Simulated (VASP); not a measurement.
# TeS2 (R3m) in VASP: single point with PBE

Aim: the single point of TeS2 with PBE.

Everything below comes from runs of VASP 6.6.1. Logs are shortened: lines on timing, memory, paths and dates and some standing lists are left out, and cuts for length are marked.

## (1) The cell of the first run

It takes space group R3m (No. 160, trigonal). Conventional cell: a = 3.717 Å, b = 3.717 Å, c = 20.630 Å, α = 90.00°, β = 90.00°, γ = 120.00°. Within 3.8 Å of Te (site symmetry 3m) lie 6 S at 2.74 Å and 6 Te at 3.72 Å. S (site symmetry 3m) has 3 Te at 2.74 Å and 7 S at 3.40 to 3.72 Å within 3.8 Å. Within 3.8 Å of S (site symmetry 3m) lie 3 Te at 2.74 Å and 7 S at 3.40 to 3.72 Å.

## (2) Single point, PBE

Contents of INCAR:

```
PREC     = Accurate       # precision mode
ENCUT    = 520            # plane-wave cutoff, eV
EDIFF    = 1E-6           # SCF threshold, eV
ISMEAR   = 0              # smearing method
SIGMA    = 0.02           # smearing width, eV
LREAL    = F              # projectors in reciprocal space
LASPH    = T              # aspherical terms in the spheres
NELM     = 100            # most SCF steps
ALGO     = Normal         # electronic algorithm
ISIF     = 2              # what is computed and relaxed
LWAVE    = F              # write WAVECAR
LCHARG   = F              # write CHGCAR
GGA      = PE             # functional
NBANDS   = 16             # bands
```

Contents of KPOINTS:

```
Automatic mesh
0
Gamma
  12 12 12
```

Contents of POSCAR:

```
TeS2
1.0
    1.8585421121      1.0730297887      6.8766641440
   -1.8585421121      1.0730297887      6.8766641440
    0.0000000000     -2.1460595775      6.8766641440
Te S
1 2
Direct
    0.0000085027      0.0000085027      0.0000085027
    0.2510440921      0.2510440921      0.2510440921
    0.4156474052      0.4156474052      0.4156474052
```

Potentials or basis: VASP PAW PBE potentials, release 64 (Te, S).

Started as:

```console
$ cat potpaw_PBE.64/Te/POTCAR potpaw_PBE.64/S/POTCAR > POTCAR
$ mpirun -np 1 vasp_std > vasp.out
```

OUTCAR:

```text
PREC = Accurate
   ENCUT = 520
   EDIFF = 1E-6
   ISMEAR = 0
   LREAL = F
   LASPH = T
   NELM = 100
   ISIF = 2
   GGA = PE

 ion  position               nearest neighbor table
   1  0.000  0.000  0.000-   2 2.74   2 2.74   2 2.74   3 2.74   3 2.74   3 2.74
   2  0.251  0.251  0.251-   1 2.74   1 2.74   1 2.74
   3  0.416  0.416  0.416-   1 2.74   1 2.74   1 2.74

  LATTYP: Found a trigonal (rhomboedric) cell.
 ALAT       =     7.2037546779
 COS(alpha) =     0.8668758099

  Lattice vectors:

 A1 = (   1.8585421121,   1.0730297887,   6.8766641440)
 A2 = (  -1.8585421121,   1.0730297887,   6.8766641440)
 A3 = (   0.0000000000,  -2.1460595775,   6.8766641440)

Analysis of symmetry for initial positions (statically):
=====================================================================
 Subroutine PRICEL returns:
 Original cell was already a primitive cell.

 Routine SETGRP: Setting up the symmetry group for a
 trigonal (rhombohedral) supercell.

 Subroutine GETGRP returns: Found  6 space group operations
 (whereof  6 operations were pure point group operations)
 out of a pool of 12 trial point group operations.

The static configuration has the point symmetry C_3v.

Analysis of symmetry for dynamics (positions and initial velocities):
=====================================================================
 Subroutine PRICEL returns:
 Original cell was already a primitive cell.

 Routine SETGRP: Setting up the symmetry group for a
 trigonal (rhombohedral) supercell.

 Subroutine GETGRP returns: Found  6 space group operations
 (whereof  6 operations were pure point group operations)
 out of a pool of 12 trial point group operations.

The dynamic configuration has the point symmetry C_3v.

 Subroutine INISYM returns: Found  6 space group operations
 (whereof  6 operations are pure point group operations),
 and found     1 'primitive' translations

----------------------------------------------------------------------------------------

                                     Primitive cell

  volume of cell :      82.2836

  direct lattice vectors                    reciprocal lattice vectors
     1.858542112  1.073029789  6.876664144     0.269028071  0.155323429  0.048473115
    -1.858542112  1.073029789  6.876664144    -0.269028071  0.155323429  0.048473115
     0.000000000 -2.146059577  6.876664144     0.000000000 -0.310646859  0.048473115

  length of vectors
     7.203754678  7.203754678  7.203754678     0.314405970  0.314405970  0.314405970

  position of ions in fractional coordinates (direct lattice)
     0.000008503  0.000008503  0.000008503
     0.251044092  0.251044092  0.251044092
     0.415647405  0.415647405  0.415647405

  ion indices of the primitive-cell ions
   primitive index   ion index
                 1           1
                 2           2
                 3           3

----------------------------------------------------------------------------------------

 KPOINTS: Automatic mesh

Automatic generation of k-mesh.
 Grid dimensions read from file:
 generate k-points for:   12   12   12

 Generating k-lattice:

  Cartesian coordinates                     Fractional coordinates (reciprocal lattice)
     0.022419006  0.012943619  0.004039426     0.083333333  0.000000000  0.000000000
    -0.022419006  0.012943619  0.004039426     0.000000000  0.083333333  0.000000000
     0.000000000 -0.025887238  0.004039426    -0.000000000 -0.000000000  0.083333333

  Length of vectors
     0.026200497  0.026200497  0.026200497

  Shift w.r.t. Gamma in fractional coordinates (k-lattice)
     0.000000000  0.000000000  0.000000000

 Subroutine IBZKPT returns following result:
 ===========================================

 Found    189 irreducible k-points:

 Following reciprocal coordinates:
            Coordinates               Weight
  0.000000  0.000000  0.000000      1.000000
  0.083333 -0.000000 -0.000000      6.000000
  0.166667  0.000000  0.000000      6.000000
  0.250000  0.000000  0.000000      6.000000
  0.333333  0.000000  0.000000      6.000000
  0.416667 -0.000000 -0.000000      6.000000
[... 16 lines left out ...]
  0.500000  0.166667  0.000000     12.000000
 -0.416667  0.166667  0.000000     12.000000
 [... further k-points ...]
   k-points           NKPTS =    189   k-points in BZ     NKDIM =    189   number of bands    NBANDS=     16
   number of dos      NEDOS =    301   number of ions     NIONS =      3
   total plane-waves  NPLWV = 157464
   dimension x,y,z NGX =    54 NGY =   54 NGZ =   54
   dimension x,y,z NGXF=   108 NGYF=  108 NGZF=  108
   ions per type =               1   2
   NGX,Y,Z   is equivalent  to a cutoff of  12.46, 12.46, 12.46 a.u.
   NGXF,Y,Z  is equivalent  to a cutoff of  24.92, 24.92, 24.92 a.u.
 SYSTEM =  unknown system
   PREC   = accura    normal or accurate (medium, high low for compatibility)
   ISTART =      0    job   : 0-new  1-cont  2-samecut
   ICHARG =      2    charge: 1-file 2-atom 10-const
   ISPIN  =      1    spin polarized calculation?
   LNONCOLLINEAR =      F non collinear calculations
   LSORBIT =      F    spin-orbit coupling
   LASPH  =      T    aspherical Exc in radial PAW
   ENCUT  =  520.0 eV  38.22 Ry    6.18 a.u.  13.39 13.39 13.39*2*pi/ulx,y,z
   NELM   =    100;   NELMIN=  2; NELMDL= -5     # of ELM steps
   EDIFF  = 0.1E-05   stopping-criterion for ELM
   LREAL  =      F    real-space projection
   EDIFFG = 0.1E-04   stopping-criterion for IOM
   NSW    =      0    number of steps for IOM
   IBRION =     -1    ionic relax: 0-MD 1-quasi-New 2-CG
   NFREE  =      0    steps in history (QN), initial steepest desc. (CG)
   ISIF   =      2    stress and relaxation
   ISYM   =      2    0-nonsym 1-usesym 2-fastsym
   POTIM  = 0.5000    time-step for ionic-motion
   TEBEG  =    0.0;   TEEND  =   0.0 temperature during run
   PSTRESS=    0.0 pullay stress
   NELECT =      18.0000    total number of electrons
   NUPDOWN=      -1.0000    fix difference up-down
   EMIN   =  10.00;   EMAX   =-10.00  energy-range for DOS
   EFERMI =   0.00;   METHOD = LEGACY
   ISMEAR =     0;   SIGMA  =   0.02  broadening in eV -4-tet -1-fermi 0-gaus
   EFERMI_NEDOS =   21; number of points for ismear=-14 and -15
   IALGO  =     38    algorithm
   IMIX   =      4    mixing-type and parameters
     AMIX     =   0.40;   BMIX     =  1.00
     AMIX_MAG =   1.60;   BMIX_MAG =  1.00
  volume/ion in A,a.u.               =      27.43       185.09
  Fermi-wavevector in a.u.,A,eV,Ry     =   0.986419  1.864061 13.238763  0.973022
  Thomas-Fermi vector in A             =   2.117798
   LORBIT       =      0    0 simple, 1 ext, 2 COOP (PROOUT), +10 PAW based schemes
   GGA     = PE    functional components
   LHFCALC =     F    Hartree Fock is set to
   AEXX    =    0.0000 exact exchange contribution
   IVDW    =     0    specifies the selected vdW correction
   LEPSILON=     F    determine dielectric tensor
   LRPA    =     F    only Hartree local field effects (RPA)
 non-spin polarized calculation
 Gauss-broadening in eV      SIGMA  =   0.02
  energy-cutoff  :      520.00
  volume of cell :       82.28
 maximum number of plane-waves:      2235
 NGX is ok and might be reduce to    54
   NGX = 27   NGY = 27   NGZ = 27

 number of electron      18.0000001 magnetization

 Free energy of the ion-electron system (eV)
  ---------------------------------------------------
  ext. energy  EPLUGINS =         0.00000000
  ---------------------------------------------------
  free energy    TOTEN  =       -10.40496208 eV

  energy without entropy =      -10.40496208  energy(sigma->0) =      -10.40496208

 E-fermi :   3.8143     XC(G=0):  -8.7184

 val. band max:        3.6637856427   @ k =  -0.4167   0.5000   0.4167
 cond. band min:       4.6020451494   @ k =   0.5000   0.0000   0.0000
 fundamental gap:      0.9382595067
 Fermi energy:         3.8143093521

 k-point     1 :       0.0000    0.0000    0.0000
  band No.  band energies     occupation
      1     -11.2032      2.00000
      2      -8.5920      2.00000
      3      -5.2813      2.00000
      4       1.5087      2.00000
      5       1.7247      2.00000
      6       1.7247      2.00000
[... 8 lines left out ...]
     15      11.9741      0.00000
     16      11.9741      0.00000

 k-point     2 :       0.0833   -0.0000   -0.0000
  band No.  band energies     occupation
      1     -11.1222      2.00000
      2      -8.5438      2.00000
      3      -5.3218      2.00000
      4       0.9529      2.00000
      5       1.3690      2.00000
      6       1.5636      2.00000
[... 8 lines left out ...]
     15      11.6031      0.00000
     16      11.9669      0.00000

 k-point     3 :       0.1667    0.0000    0.0000
  band No.  band energies     occupation
      1     -10.8826      2.00000
      2      -8.4066      2.00000
      3      -5.4747      2.00000
      4       0.0010      2.00000
      5       0.8940      2.00000
      6       1.1929      2.00000
[... 8 lines left out ...]
     15      11.5597      0.00000
     16      12.3625      0.00000

 k-point     4 :       0.2500    0.0000    0.0000
  band No.  band energies     occupation
      1     -10.4960      2.00000
      2      -8.2039      2.00000
      3      -5.8108      2.00000
      4      -0.7262      2.00000
      5       0.1942      2.00000
      6       0.7863      2.00000
[... 8 lines left out ...]
     15      11.4976      0.00000
     16      12.7984      0.00000
[... 324 lines left out ...]
 k-point    22 :       0.4167    0.1667    0.0000
  band No.  band energies     occupation
      1      -9.7693      2.00000
      2      -7.9097      2.00000
      3      -6.5308      2.00000
      4      -1.0355      2.00000
      5      -0.5623      2.00000
      6      -0.4408      2.00000
[... 8 lines left out ...]
     15      11.7897      0.00000
     16      12.7251      0.00000

 k-point    23 :       0.5000    0.1667    0.0000
  band No.  band energies     occupation
      1      -9.2315      2.00000
      2      -7.7439      2.00000
      3      -7.1207      2.00000
      4      -1.3785      2.00000
      5      -0.9291      2.00000
      6      -0.4799      2.00000
[... 8 lines left out ...]
     15      12.0926      0.00000
     16      12.8185      0.00000

 k-point    24 :      -0.4167    0.1667    0.0000
  band No.  band energies     occupation
      1      -8.9292      2.00000
      2      -7.6746      2.00000
      3      -7.4491      2.00000
      4      -1.5108      2.00000
      5      -1.0713      2.00000
      6      -0.4824      2.00000
[... 8 lines left out ...]
     15      12.3440      0.00000
     16      12.9234      0.00000

 [... further k-points ...]
[... 5 lines left out ...]
  --------------------------------------------------------------------------------------
  -------------------------------------------------------------------------------------
  Total       -0.1071342     -0.1071342     -0.0900129      0.0000000      0.0000000     -0.0000000
  in kB       -2.0860536     -2.0860536     -1.7526777      0.0000000      0.0000000     -0.0000000
  external PRESSURE =      -1.9749283 kB  Pullay stress =       0.0000000 kB

 VOLUME and BASIS-vectors are now :
 -----------------------------------------------------------------------------
  energy-cutoff  :      520.00
  volume of cell :       82.28
      direct lattice vectors                 reciprocal lattice vectors
     1.858542112  1.073029789  6.876664144     0.269028071  0.155323429  0.048473115
    -1.858542112  1.073029789  6.876664144    -0.269028071  0.155323429  0.048473115
     0.000000000 -2.146059577  6.876664144     0.000000000 -0.310646859  0.048473115

 POSITION                                       TOTAL-FORCE (eV/Angst)
 -----------------------------------------------------------------------------------
      0.00000     -0.00000      0.00018         0.000000     -0.000000      0.000832
      0.00000     -0.00000      5.17904         0.000000     -0.000000      0.022118
      0.00000     -0.00000      8.57480         0.000000      0.000000     -0.022950
 -----------------------------------------------------------------------------------
    total drift:                               -0.000000     -0.000000     -0.000034

  FREE ENERGIE OF THE ION-ELECTRON SYSTEM (eV)
  ---------------------------------------------------
  free  energy   TOTEN  =       -10.4049620750 eV

  energy  without entropy=      -10.4049620750  energy(sigma->0) =      -10.40496208
```

Run time: 16 min. Hardware: 1 thread of Intel Xeon Platinum 8488C (Sapphire Rapids), shared host; peak memory 0.53 GiB.

Results:

```
Free energy            : -10.4050 eV
Pressure               : -0.2 GPa
Largest force          : 0.023 eV/Å
Band gap on the k mesh : 0.94 eV (least direct gap 1.31 eV)
```

Forces in eV/Å, atoms in the order of the input:
```
Te   0.000  0.000  0.001
S    0.000  0.000  0.022
S    0.000  0.000 -0.023
```

Levels at points of the mesh, in eV from the valence-band top:
| k point | band 5 | band 6 | band 7 | band 8 | band 9 | band 10 | band 11 | band 12 | band 13 | band 14 |
| --- | --- | --- | --- | --- | --- | --- | --- | --- | --- | --- |
| (0.00, 0.00, 0.00) | -1.94 | -1.94 | -1.29 | -0.49 | -0.49 | 1.42 | 1.42 | 2.18 | 6.13 | 7.58 |
| (0.50, 0.00, 0.00) | -4.78 | -3.51 | -1.45 | -1.17 | -0.71 | 0.94 | 2.32 | 2.61 | 6.47 | 7.47 |
| (0.50, 0.50, 0.00) | -4.79 | -3.54 | -1.35 | -1.06 | -0.91 | 1.16 | 2.14 | 2.42 | 6.29 | 6.99 |
| (0.50, 0.50, 0.50) | -1.96 | -1.96 | -0.49 | -0.44 | -0.44 | 1.38 | 1.38 | 1.62 | 6.48 | 7.74 |

Caveat: spin-orbit coupling is left out, which moves the levels of the heavy elements. A k mesh can miss the band edges.
